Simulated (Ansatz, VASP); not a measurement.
# HgPt: VASP beside Ansatz

```
CELL_PARAMETERS angstrom
2.95303 0.00000 0.00000
0.00000 2.95303 0.00000
0.00000 0.00000 3.83861
ATOMIC_POSITIONS crystal
Hg 0.00000 0.00000 0.00000
Pt 0.50000 0.50000 0.50000
```

Alike in both runs: functional LDA; k mesh 14 × 14 × 12; occupations gaussian, width 0.1 eV; no spin polarisation.

Ansatz relaxed the structure, and its values are those at the end. VASP's run is a single point on that final structure, the one shown.

|  | VASP | Ansatz |
| --- | --- | --- |
| version | VASP 6.6.1 | Ansatz 0.2.0 |
| potentials or method | VASP PAW LDA potentials, release 64 (Hg, Pt), cutoff 500 eV | scalar-relativistic, plane waves, PAW |
| valence electrons in the cell | 22 | 38 |

|  | VASP | Ansatz | Ansatz less VASP |
| --- | --- | --- | --- |
| gap on the k mesh at the Fermi level (eV) | none | none | - |
| pressure (GPa) | 2.1 | 0.0 | -2.13 |

LDA's correlation is that of Perdew and Zunger in VASP and of Perdew and Wang (1992) in Ansatz. A gap of «none» marks a metal or a gap that the smearing closes. VASP's potentials hold 22 valence electrons a cell and Ansatz's 38, so a difference there can come from the potentials and not from the codes.

Neither program's run includes spin-orbit coupling.
